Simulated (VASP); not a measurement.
# HRh6 in VASP: further runs, part 2 of 2

VASP 6.6.1.

## Step 3: Single point, PBE

The input, INCAR:

```
SYSTEM = HRh6
PREC = Accurate
ENCUT = 520
EDIFF = 1E-7
ISMEAR = 0
SIGMA = 0.1
LREAL = .False.
LASPH = .True.
NELM = 60
ALGO = Fast
ISIF = 2
LWAVE = .False.
LCHARG = .False.
LDIPOL = .True.
IDIPOL = 3
DIPOL = 0.5 0.5 0.306
GGA = PE
NBANDS = 104
```

The input, KPOINTS:

```
regular mesh
0
Gamma
  6 6 1
  0 0 0
```

The input, POSCAR:

```
HRh6
1.0
    5.4165863251      0.0000000000      0.0000000000
   -2.7082931626      4.6909013593      0.0000000000
    0.0000000000      0.0000000000     22.2966119230
Rh H
12 2
Direct
    0.3333333333      0.1666666667      0.1793994538
    0.3333333333      0.6666666667      0.1793994538
    0.8333333333      0.1666666667      0.1793994538
    0.8333333333      0.6666666667      0.1793994538
    0.1666666667      0.3333333333      0.2757769167
    0.1666666667      0.8333333333      0.2757769167
    0.6666666667      0.3333333333      0.2757769167
    0.6666666667      0.8333333333      0.2757769167
    0.0000000000      0.0000000000      0.3721019118
    0.0000000000      0.5000000000      0.3721019118
    0.5000000000      0.0000000000      0.3721019118
    0.5000000000      0.5000000000      0.3721019118
    0.1870590048      0.3741180096      0.4887115567
    0.3129409952      0.6258819904      0.4887115567
```

Potentials or basis: VASP PAW PBE potentials, release 64 (Rh_pv, H).

The run is started by

```console
$ cat potpaw_PBE.64/Rh_pv/POTCAR potpaw_PBE.64/H/POTCAR > POTCAR
$ mpirun -np 1 vasp_std > vasp.out
```

OUTCAR:

```text
SYSTEM = HRh6
   PREC = Accurate
   ENCUT = 520
   EDIFF = 1E-7
   ISMEAR = 0
   LREAL = .False.
   LASPH = .True.
   NELM = 60
   ISIF = 2
   GGA = PE

 ion  position               nearest neighbor table
   1  0.333  0.167  0.179-   5 2.66   7 2.66   6 2.66   4 2.71   4 2.71   3 2.71   3 2.71   2 2.71
                             2 2.71
   2  0.333  0.667  0.179-   6 2.66   8 2.66   5 2.66   3 2.71   3 2.71   4 2.71   4 2.71   1 2.71
                             1 2.71
   3  0.833  0.167  0.179-   7 2.66   5 2.66   8 2.66   2 2.71   2 2.71   1 2.71   1 2.71   4 2.71
                             4 2.71
   4  0.833  0.667  0.179-   8 2.66   6 2.66   7 2.66   1 2.71   1 2.71   2 2.71   2 2.71   3 2.71
                             3 2.71
   5  0.167  0.333  0.276-  12 2.66   9 2.66  10 2.66   1 2.66   3 2.66   2 2.66   8 2.71   8 2.71
                             7 2.71   7 2.71   6 2.71   6 2.71
   6  0.167  0.833  0.276-  11 2.66  10 2.66   9 2.66   2 2.66   4 2.66   1 2.66   7 2.71   7 2.71
                             8 2.71   8 2.71   5 2.71   5 2.71
   7  0.667  0.333  0.276-  10 2.66  11 2.66  12 2.66   3 2.66   1 2.66   4 2.66   6 2.71   6 2.71
                             5 2.71   5 2.71   8 2.71   8 2.71
   8  0.667  0.833  0.276-   9 2.66  12 2.66  11 2.66   4 2.66   2 2.66   3 2.66   5 2.71   5 2.71
                             6 2.71   6 2.71   7 2.71   7 2.71
   9  0.000  0.000  0.372-   8 2.66   5 2.66   6 2.66  12 2.71  12 2.71  11 2.71  11 2.71  10 2.71
                            10 2.71
  10  0.000  0.500  0.372-   7 2.66   6 2.66   5 2.66  11 2.71  11 2.71  12 2.71  12 2.71   9 2.71
                             9 2.71
  11  0.500  0.000  0.372-   6 2.66   7 2.66   8 2.66  10 2.71  10 2.71   9 2.71   9 2.71  12 2.71
                            12 2.71
  12  0.500  0.500  0.372-   5 2.66   8 2.66   7 2.66   9 2.71   9 2.71  10 2.71  10 2.71  11 2.71
                            11 2.71
  13  0.187  0.374  0.489-
  14  0.313  0.626  0.489-

  LATTYP: Found a hexagonal cell.
 ALAT       =     5.4165863251
 C/A-ratio  =     4.1163586408

  Lattice vectors:

 A1 = (   5.4165863251,   0.0000000000,   0.0000000000)
[... 188 lines left out ...]
  ext. energy  EPLUGINS =         0.00000000
  ---------------------------------------------------
  free energy    TOTEN  =       -86.08119888 eV

  energy without entropy =      -85.97924708  energy(sigma->0) =      -86.03022298

 E-fermi :   0.0714     XC(G=0):  -5.1793

 val. band max:        0.0630269636   @ k =   0.0000   0.0000   0.0000
 cond. band min:       0.0834414275   @ k =  -0.1667   0.5000   0.0000
 fundamental gap:      0.0204144638
 Fermi energy:         0.0713738050

 k-point     1 :       0.0000    0.0000    0.0000
  band No.  band energies     occupation
      1     -47.0350      2.00000
      2     -47.0312      2.00000
      3     -47.0235      2.00000
      4     -46.9444      2.00000
      5     -46.8649      2.00000
      6     -46.8422      2.00000
[... 1367 lines left out ...]
    102       0.7446      0.00000
    103       0.9097      0.00000
 [bands above 103 left out]

------------------------ aborting loop because EDIFF is reached ----------------------------------------

 vacuum level on the upper side and lower side of the slab       (xc-potential included)        -0.143         0.129

  FORCE on cell =-STRESS in cart. coord.  units (eV):
  Direction    XX          YY          ZZ          XY          YZ          ZX
  --------------------------------------------------------------------------------------
  -------------------------------------------------------------------------------------
  Total       -6.5832460    -11.3505447     -0.3428453      0.0000000     -0.0513954      0.0000000
  in kB      -18.6178625    -32.1001041     -0.9695896      0.0000000     -0.1453496      0.0000000
  external PRESSURE =     -17.2291854 kB  Pullay stress =       0.0000000 kB

 VOLUME and BASIS-vectors are now :
 -----------------------------------------------------------------------------
  energy-cutoff  :      520.00
  volume of cell :      566.53
      direct lattice vectors                 reciprocal lattice vectors
     5.416586325  0.000000000  0.000000000     0.184618123  0.106589323  0.000000000
    -2.708293163  4.690901359  0.000000000     0.000000000  0.213178646  0.000000000
     0.000000000  0.000000000 22.296611923     0.000000000  0.000000000  0.044849863

 POSITION                                       TOTAL-FORCE (eV/Angst)
 -----------------------------------------------------------------------------------
      1.35415      0.78182      4.00000         0.039900      0.021287     -0.009794
     -0.00000      3.12727      4.00000         0.000000     -0.009928     -0.005012
      4.06244      0.78182      4.00000        -0.039900      0.021287     -0.009794
      2.70829      3.12727      4.00000         0.000000     -0.026671      0.004659
      0.00000      1.56363      6.14889         0.000000     -0.046415     -0.098757
     -1.35415      3.90908      6.14889        -0.011922      0.023648     -0.011668
      2.70829      1.56363      6.14889        -0.000000      0.002115      0.063226
      1.35415      3.90908      6.14889         0.011922      0.023648     -0.011668
      0.00000      0.00000      8.29661         0.000000     -0.046798     -0.012516
     -1.35415      2.34545      8.29661         0.006282      0.023856      0.116445
      2.70829      0.00000      8.29661         0.000000     -0.002479      0.030387
      1.35415      2.34545      8.29661        -0.006282      0.023856      0.116445
     -0.00000      1.75495     10.89661        -0.000000      4.169380     -0.082837
     -0.00000      2.93595     10.89661         0.000000     -4.176786     -0.089118
 -----------------------------------------------------------------------------------
    total drift:                                0.000000     -0.000008      0.001436

  FREE ENERGIE OF THE ION-ELECTRON SYSTEM (eV)
  ---------------------------------------------------
  free  energy   TOTEN  =       -86.0811988768 eV

  energy  without entropy=      -85.9792470795  energy(sigma->0) =      -86.03022298

 vacuum level on the upper side and lower side of the slab         4.854         5.133
```

OSZICAR:

```text
N       E                     dE             d eps       ncg     rms          rms(c)
DAV:   1     0.177654792444E+04    0.17765E+04   -0.11477E+05  3552   0.163E+03
DAV:   2    -0.268201724157E+02   -0.18034E+04   -0.17598E+04  2936   0.466E+02
DAV:   3    -0.892898859010E+02   -0.62470E+02   -0.57920E+02  3336   0.830E+01
DAV:   4    -0.915427393672E+02   -0.22529E+01   -0.21794E+01  3176   0.131E+01
[... 25 lines left out ...]
RMM:  30    -0.860811960916E+02   -0.25463E-05   -0.73698E-08  1055   0.398E-04    0.986E-04
RMM:  31    -0.860811979576E+02   -0.18661E-05   -0.73993E-08   924   0.359E-04    0.424E-04
RMM:  32    -0.860811986402E+02   -0.68253E-06   -0.34847E-08   753   0.289E-04    0.268E-04
RMM:  33    -0.860811987944E+02   -0.15422E-06   -0.11788E-08   526   0.234E-04    0.122E-04
RMM:  34    -0.860811988768E+02   -0.82375E-07   -0.50241E-09   409   0.212E-04
   1 F= -.86081199E+02 E0= -.86030223E+02  d E =-.101952E+00
```

Wall time 49 min (1 thread of Oxide Virtual Turin-like, shared host); peak memory 0.87 GiB.

Results:

```yaml
Free_energy: -86.0812 eV
Largest_force: 4.178 eV/Å
Band_gap_on_the_k_mesh: zero (bands 91 and 92 overlap by 0.76 eV)
```

Forces in eV/Å, atoms in the order of the input:
```
Rh   0.040  0.021 -0.010
Rh   0.000 -0.010 -0.005
Rh  -0.040  0.021 -0.010
Rh   0.000 -0.027  0.005
Rh   0.000 -0.046 -0.099
Rh  -0.012  0.024 -0.012
Rh   0.000  0.002  0.063
Rh   0.012  0.024 -0.012
Rh   0.000 -0.047 -0.013
Rh   0.006  0.024  0.116
Rh   0.000 -0.002  0.030
Rh  -0.006  0.024  0.116
H    0.000  4.169 -0.083
H    0.000 -4.177 -0.089
```

## Step 4: Single point, PBE

The input, INCAR:

```
SYSTEM = HRh6
PREC = Accurate ; ENCUT = 520
EDIFF = 1E-6 ; ISMEAR = 0
SIGMA = 0.1 ; LREAL = .FALSE.
LASPH = .TRUE. ; NELM = 100
ALGO = Fast ; ISIF = 2
LWAVE = .FALSE. ; LCHARG = .TRUE.
LDIPOL = .TRUE. ; IDIPOL = 3
DIPOL = 0.5 0.5 0.313 ; GGA = PE
LELF = .TRUE. ; LVHAR = .TRUE.
LVACPOTAV = .TRUE. ; NBANDS = 104
```

The input, KPOINTS:

```
Automatic mesh
0
G
  6 6 1
  0 0 0
```

Edit POSCAR of step 3 so:

```diff
@@ -20,3 +20,3 @@
     0.5000000000      0.5000000000      0.3721019118
-    0.1870590048      0.3741180096      0.4887115567
-    0.3129409952      0.6258819904      0.4887115567
+    0.2153584700      0.4307169401      0.5335614202
+    0.2846415300      0.5692830599      0.5335614202
```

The run is started by

```console
$ cat potpaw_PBE.64/Rh_pv/POTCAR potpaw_PBE.64/H/POTCAR > POTCAR
$ mpirun -np 1 vasp_std > vasp.out
```

It took 44 min on 1 thread of Oxide Virtual Turin-like, shared host; peak memory 0.87 GiB.

The run converged. Its results:

* Free energy: -87.3099 eV
* Largest force: 4.888 eV/Å
* Band gap on the k mesh: zero (bands 91 and 92 overlap by 0.75 eV)

Forces on the atoms (eV/Å):
```
Rh   0.003  0.001 -0.009
Rh   0.000 -0.001 -0.008
Rh  -0.003  0.001 -0.009
Rh   0.000 -0.002 -0.008
Rh   0.000 -0.003 -0.016
Rh   0.000  0.002 -0.010
Rh   0.000 -0.001 -0.009
Rh   0.000  0.002 -0.010
Rh   0.000 -0.004  0.011
Rh  -0.003  0.002  0.016
Rh   0.000  0.000  0.014
Rh   0.003  0.002  0.016
H    0.000 -4.888  0.012
H    0.000  4.888  0.012
```

Levels at points of the mesh, in eV from the Fermi level:
```tsv
k point	band 89	band 90	band 91	band 92	band 93	band 94	band 95	band 96
(0.00, 0.00, 0.00)	0.27	0.42	0.42	0.53	0.53	0.53	0.96	0.96
(0.50, 0.00, 0.00)	-0.77	-0.38	-0.38	-0.33	-0.33	-0.02	-0.01	0.30
(0.00, 0.50, 0.00)	-0.77	-0.38	-0.38	-0.33	-0.33	-0.03	-0.01	0.30
```

## Step 5: Single point, PBE

The input, INCAR:

```
PREC     = Accurate       # precision mode
ENCUT    = 520            # plane-wave cutoff, eV
EDIFF    = 1E-6           # SCF threshold, eV
ISMEAR   = 0              # smearing method
SIGMA    = 0.1            # smearing width, eV
LREAL    = F              # projectors in reciprocal space
LASPH    = T              # aspherical terms in the spheres
NELM     = 100            # most SCF steps
ALGO     = Fast           # electronic algorithm
ISIF     = 2              # what is computed and relaxed
LWAVE    = F              # write WAVECAR
LCHARG   = T              # write CHGCAR
LDIPOL   = T            
IDIPOL   = 3            
DIPOL    = 0.5 0.5 0.297
GGA      = PE             # functional
LELF     = T              # ELF
LVHAR    = T            
LVACPOTAV= T            
NBANDS   = 104            # bands
```

The input, KPOINTS:

```
regular mesh
0
Gamma
  6 6 1
```

Edit POSCAR of step 4 so:

```diff
@@ -20,3 +20,3 @@
     0.5000000000      0.5000000000      0.3721019118
-    0.2153584700      0.4307169401      0.5335614202
-    0.2846415300      0.5692830599      0.5335614202
+    0.1870590048      0.3741180096      0.4209882629
+    0.3129409952      0.6258819904      0.4209882629
```

Potentials or basis: VASP PAW PBE potentials, release 64 (Rh_pv, H).

The run is started by

```console
$ cat potpaw_PBE.64/Rh_pv/POTCAR potpaw_PBE.64/H/POTCAR > POTCAR
$ mpirun -np 1 vasp_std > vasp.out
```

OUTCAR:

```text
PREC = Accurate
   ENCUT = 520
   EDIFF = 1E-6
   ISMEAR = 0
   LREAL = F
   LASPH = T
   NELM = 100
   ISIF = 2
   GGA = PE

 ion  position               nearest neighbor table
   1  0.333  0.167  0.179-   5 2.66   7 2.66   6 2.66   4 2.71   4 2.71   3 2.71   3 2.71   2 2.71
                             2 2.71
   2  0.333  0.667  0.179-   6 2.66   8 2.66   5 2.66   3 2.71   3 2.71   4 2.71   4 2.71   1 2.71
                             1 2.71
   3  0.833  0.167  0.179-   7 2.66   5 2.66   8 2.66   2 2.71   2 2.71   1 2.71   1 2.71   4 2.71
                             4 2.71
   4  0.833  0.667  0.179-   8 2.66   6 2.66   7 2.66   1 2.71   1 2.71   2 2.71   2 2.71   3 2.71
[... 1623 lines left out ...]
    -2.708293163  4.690901359  0.000000000     0.000000000  0.213178646  0.000000000
     0.000000000  0.000000000 22.296611923     0.000000000  0.000000000  0.044849863

 POSITION                                       TOTAL-FORCE (eV/Angst)
 -----------------------------------------------------------------------------------
      1.35415      0.78182      4.00000        -0.088971      0.015213     -0.097785
     -0.00000      3.12727      4.00000         0.000000     -0.053293     -0.068951
      4.06244      0.78182      4.00000         0.088971      0.015213     -0.097785
      2.70829      3.12727      4.00000        -0.000000      0.031760     -0.011609
      0.00000      1.56363      6.14889         0.000000     -0.088518     -0.332987
     -1.35415      3.90908      6.14889        -0.045803      0.060756     -0.188753
      2.70829      1.56363      6.14889        -0.000000      0.013456      0.107981
      1.35415      3.90908      6.14889         0.045803      0.060756     -0.188753
      0.00000      0.00000      8.29661         0.000000     -0.208855      0.159218
     -1.35415      2.34545      8.29661        -0.509628     -0.041873      0.439317
      2.70829      0.00000      8.29661        -0.000000      0.241375      0.032492
      1.35415      2.34545      8.29661         0.509628     -0.041873      0.439317
     -0.00000      1.75495      9.38661         0.000000     -0.744735     -0.139144
     -0.00000      2.93595      9.38661        -0.000000      0.740618     -0.052559
 -----------------------------------------------------------------------------------
    total drift:                                0.000000      0.000025      0.001495

  FREE ENERGIE OF THE ION-ELECTRON SYSTEM (eV)
  ---------------------------------------------------
  free  energy   TOTEN  =       -87.7468913083 eV

  energy  without entropy=      -87.6476290388  energy(sigma->0) =      -87.69726017

 vacuum level on the upper side and lower side of the slab         4.933         5.077
```

Run time: 51 min. Hardware: 1 thread of Oxide Virtual Turin-like, shared host; peak memory 0.87 GiB.

Results:

| Quantity | Value |
| --- | --- |
| Free energy | -87.7469 eV |
| Largest force | 0.758 eV/Å |
| Band gap on the k mesh | zero (bands 91 and 92 overlap by 0.87 eV) |

Forces in eV/Å, atoms in the order of the input:
```
Rh  -0.089  0.015 -0.098
Rh   0.000 -0.053 -0.069
Rh   0.089  0.015 -0.098
Rh   0.000  0.032 -0.012
Rh   0.000 -0.089 -0.333
Rh  -0.046  0.061 -0.189
Rh   0.000  0.013  0.108
Rh   0.046  0.061 -0.189
Rh   0.000 -0.209  0.159
Rh  -0.510 -0.042  0.439
Rh   0.000  0.241  0.032
Rh   0.510 -0.042  0.439
H    0.000 -0.745 -0.139
H    0.000  0.741 -0.053
```

Levels at points of the mesh, in eV from the Fermi level:
| k point | band 90 | band 91 | band 92 | band 93 | band 94 | band 95 |
| --- | --- | --- | --- | --- | --- | --- |
| (0.00, 0.00, 0.00) | 0.36 | 0.50 | 0.51 | 0.53 | 0.55 | 0.79 |
| (0.50, 0.00, 0.00) | -0.51 | -0.41 | -0.38 | -0.33 | -0.17 | 0.16 |
| (0.00, 0.50, 0.00) | -0.50 | -0.40 | -0.35 | -0.32 | -0.19 | 0.17 |

## Step 6: Overview

```tsv
cell	gap on the mesh (eV)	largest force (eV/Å)
as given, atomic positions A	none	3.44
as given, atomic positions B	none	4.18
as given, atomic positions C	none	4.89
as given, atomic positions D	none	0.76
```

Alike in all rows: task single point; level PBE; potentials or basis VASP PAW PBE potentials, release 64 (Rh_pv, H); no spin polarisation; k mesh 6 × 6 × 1; cutoff (eV) 520; smearing gaussian 0.1 eV.

Absolute energies hang on the potentials; compare differences alone.
